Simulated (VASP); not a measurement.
Runs of VASP 6.6.1 on Al. The structure is that of space group Im-3m (No. 229), or close to it. The cells are those of the table. 

```csv
task,level,potentials or basis,cell,cutoff (eV),gap on the mesh (eV),pressure (GPa),relaxed volume (Å³/atom)
relaxation of cell and atoms,BLYP+D3(BJ),"VASP PAW PBE potentials, release 64 (Al)","relaxed from a = 2.756 Å, angles 109.5°, 1 atom",600,none,0.0,15.97
single point,LDA,"VASP PAW LDA potentials, release 64 (Al)","a = 2.760 Å, angles 109.5°, 1 atom",520,none,0.1,-
relaxation of cell and atoms,LDA,"VASP PAW LDA potentials, release 64 (Al)","relaxed from a = 2.756 Å, angles 109.5°, 1 atom",600,none,0.0,16.21
single point,PBEsol+D3(BJ),"VASP PAW PBE potentials, release 64 (Al)","a = 2.742 Å, angles 109.5°, 1 atom",520,none,0.1,-
relaxation of cell and atoms,PBEsol+D3(BJ),"VASP PAW PBE potentials, release 64 (Al)","relaxed from a = 2.756 Å, angles 109.5°, 1 atom",600,none,0.2,(a)
```

Alike in all rows: no spin polarisation; k mesh 13 × 13 × 13; smearing fermi-dirac 0.15 eV.

Task: Estimate the missing entries.

Result: (a) 15.85.

Caveats: the PAW data sets were made with another functional, which shifts forces and pressure a little (some runs); pairwise dispersion overbinds metals, which lowers pressure and volume (some runs).

A gap of «none» marks levels without a gap at the run's occupations.
